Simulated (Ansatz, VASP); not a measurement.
YSe in VASP and in Ansatz

INCAR

```
ALGO = Normal
EDIFF = 1E-7
ENCUT = 520
ISIF = 2
ISMEAR = -1
LASPH = T
LCHARG = T
LELF = T
LREAL = F
LVHAR = T
LWAVE = F
NBANDS = 16
NELM = 100
PREC = Accurate
SIGMA = 0.03
```

The input KPOINTS:

```
k-points
0
Gamma
  7 7 7
```

POSCAR

```
YSe
1.0
    0.0000000000      2.8653845436      2.8653845436
    2.8653845436      0.0000000000      2.8653845436
    2.8653845436      2.8653845436      0.0000000000
Y Se
1 1
Direct
    0.0000000000      0.0000000000      0.0000000000
    0.5000000000      0.5000000000      0.5000000000
```

Input for Ansatz:

```yaml
crystal:
  lattice:
    - [0.0, 2.8653845436, 2.8653845436]
    - [2.8653845436, 0.0, 2.8653845436]
    - [2.8653845436, 2.8653845436, 0.0]
  atoms:
    - { symbol: "Y", position: [0.0, 0.0, 0.0] }
    - { symbol: Se, position: [0.5, 0.5, 0.5] }
kpoints:
  mp_grid: { grid: [7, 7, 7] }
  band_path:
    path:
      - [0.0, 0.0, 0.0]
      - [0.5, 0.0, 0.5]
      - [0.625, 0.25, 0.625]
      - [0.375, 0.375, 0.75]
      - [0.0, 0.0, 0.0]
      - [0.5, 0.5, 0.5]
      - [0.5, 0.25, 0.75]
      - [0.5, 0.0, 0.5]
    npoints: 5
scf:
  occupations: { method: fermi_dirac, width: 0.03 }
hamiltonian:
  xc: lda
  pseudopotentials: { kind: all_electron, lapw: { basis_error: 0.00025 } }
output:
  forces: true
  stress: true
  eigenvalues: true
```

Change from the starting cell: volume scaled by 0.99.

Alike in both runs: task single point; functional LDA; k mesh 7 × 7 × 7; occupations fermi-dirac, width 0.03 eV; no spin polarisation.

|  | VASP | Ansatz |
| --- | --- | --- |
| version | VASP 6.6.1 | Ansatz 0.2.0 |
| potentials or method | VASP PAW LDA potentials, release 64 (Y_sv, Se), cutoff 520 eV | all-electron LAPW, scalar-relativistic |

|  | VASP | Ansatz | Ansatz less VASP |
| --- | --- | --- | --- |
| pressure (GPa) | -3.8 | -3.9 | -0.14 |

LDA's correlation is that of Perdew and Zunger in VASP and of Perdew and Wang (1992) in Ansatz. Ansatz ran all-electron here, and VASP with PAW potentials.
